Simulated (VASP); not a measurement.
A run of VASP 6.6.1 is set up as follows.

File POSCAR:

```
Zr
1.0
    3.3122062443      0.0000000000      0.0000000000
   -1.6561031222      2.8684547502      0.0000000000
    0.0000000000      0.0000000000      5.2441245133
Zr
2
Direct
    0.3333333333      0.6666666667      0.2500000000
    0.6666666667      0.3333333333      0.7500000000
```

File INCAR.step1:

```
SYSTEM = Zr
PREC = Accurate ; ENCUT = 520
ISMEAR = 0 ; SIGMA = 0.1
LREAL = .FALSE. ; LASPH = .TRUE.
NELM = 100 ; NBANDS = 19
GGA = PE ; ALGO = Normal
EDIFF = 1E-4 ; LWAVE = .TRUE.
LCHARG = .FALSE.
```

INCAR.step2

```
SYSTEM = Zr
PREC = Accurate ; ENCUT = 520
EDIFF = 1E-6 ; ISMEAR = 0
SIGMA = 0.1 ; LREAL = .FALSE.
LASPH = .TRUE. ; NELM = 100
ALGO = Normal ; ISIF = 2
LWAVE = .FALSE. ; LCHARG = .FALSE.
METAGGA = R2SCAN ; LMIXTAU = .TRUE.
NBANDS = 19 ; ISTART = 1
```

KPOINTS

```
Automatic mesh
0
G
  15 15 8
  0 0 0
```

Potentials or basis: VASP PAW PBE potentials, release 64 (Zr_sv).

Run with:

```console
$ cat potpaw_PBE.64/Zr_sv/POTCAR > POTCAR
$ cp INCAR.step1 INCAR
$ mpirun -np 1 vasp_std > vasp.out
$ cp INCAR.step2 INCAR
$ mpirun -np 1 vasp_std > vasp.out
```

Question: What does it give for the band gap on the k mesh?

Answer: Zero (bands 12 and 13 overlap by 1.24 eV).

Question: Predict the pressure.

Answer: -5.1 GPa.

Caveat: the cell stands under tension; the PAW data sets were made with another functional, which shifts forces and pressure a little.
